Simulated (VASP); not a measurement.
BaTe, 2 atoms in the cell. It takes space group Fm-3m (No. 225, cubic). Conventional cell: a = 7.137 Å, b = 7.137 Å, c = 7.137 Å, α = 90.00°, β = 90.00°, γ = 90.00°. Within 4.7 Å of Ba (site symmetry m-3m) lie 6 Te at 3.57 Å. Within 4.7 Å of Te (site symmetry m-3m) lie 6 Ba at 3.57 Å. 

| Quantity | Value |
| --- | --- |
| Program | VASP 6.6.1 |
| Task | single point |
| Functional | PBE |
| Potentials or basis | VASP PAW PBE potentials, release 64 (Ba_sv, Te) |
| Cutoff | 520 eV |
| k mesh | 8 × 8 × 8 |
| Occupations | gaussian, width 0.02 eV |
| Spin | no spin polarisation |
| Dipole correction | no |
| Further INCAR settings | ALGO = Normal; EDIFF = 1e-07; NBANDS = 15 |

Potentials or basis: VASP PAW PBE potentials, release 64 (Ba_sv, Te).

Command:

```bash
$ cat potpaw_PBE.64/Ba_sv/POTCAR potpaw_PBE.64/Te/POTCAR > POTCAR
$ mpirun -np 1 vasp_std > vasp.out
```

Hardware: 1 thread of Intel(R) Xeon(R) Platinum 8488C (Sapphire Rapids) (shared host).

Task: Estimate the wall time of this run.

Result: It took 59 s on 1 thread of Intel(R) Xeon(R) Platinum 8488C (Sapphire Rapids), with other jobs on the host, peak memory 0.25 GiB. Counts: scf iterations 16, k points 29.
